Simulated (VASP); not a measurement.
# Ga2PtCl4: single point with PBE

The system is Ga2PtCl4.

```
Ga Pt Cl
1.0
     6.98006    0.00000    0.00000
     0.00000    6.98006    0.00000
     0.00000    0.00000    4.01607
Ga Pt Cl
2 1 4
Direct
  0.50000 0.00000 0.50000
  0.00000 0.50000 0.50000
  0.00000 0.00000 0.00000
  0.23468 0.23468 0.00000
  0.76532 0.23468 0.00000
  0.76532 0.76532 0.00000
  0.23468 0.76532 0.00000
```

```yaml
Program: VASP 6.6.1
Task: single point
Functional: PBE
Potentials_or_basis: VASP PAW PBE potentials, release 64 (Ga_d, Pt, Cl)
Cutoff: 520 eV
k_mesh: 4 × 4 × 8
Occupations: gaussian, width 0.01 eV
Spin: no spin polarisation
```

The pressure is -0.1 GPa and the largest force is 0.025 eV/Å. The band gap on the k mesh is 1.11 eV (least direct gap 1.69 eV).

Forces on the atoms (eV/Å):
```
Ga   0.000  0.000  0.000
Ga   0.000  0.000  0.000
Pt   0.000  0.000  0.000
Cl  -0.018 -0.018  0.000
Cl   0.018 -0.018  0.000
Cl   0.018  0.018  0.000
Cl  -0.018  0.018  0.000
```

Stress tensor (GPa, compression positive):
```
-0.15  0.00  0.00
 0.00 -0.15  0.00
 0.00  0.00 -0.03
```

Levels at points of the mesh, in eV from the valence-band top:
```
           k point  band 29  band 30  band 31  band 32  band 33  band 34  band 35  band 36
(0.00, 0.00, 0.00)    -1.52    -0.55    -0.55     0.00     2.12     2.63     2.63     3.71
(0.50, 0.00, 0.00)    -1.48    -0.63    -0.51    -0.50     1.76     3.46     3.64     3.78
(0.50, 0.50, 0.00)    -1.23    -0.91    -0.58    -0.58     1.11     3.06     3.06     4.74
(0.00, 0.00, 0.50)    -1.01    -0.98    -0.98    -0.42     1.90     2.16     3.21     3.21
(0.50, 0.00, 0.50)    -1.24    -0.88    -0.81    -0.40     1.87     3.28     3.41     3.70
(0.50, 0.50, 0.50)    -0.74    -0.59    -0.59    -0.38     1.42     3.10     3.46     3.56
```

Wall time 5.3 min on 1 thread of Intel(R) Xeon(R) Platinum 8259CL CPU @ 2.50GHz (Skylake/Cascade Lake) (shared host), peak memory 0.41 GiB.

Caveat: spin-orbit coupling is left out, which moves the levels of the heavy elements. A k mesh can miss the band edges.
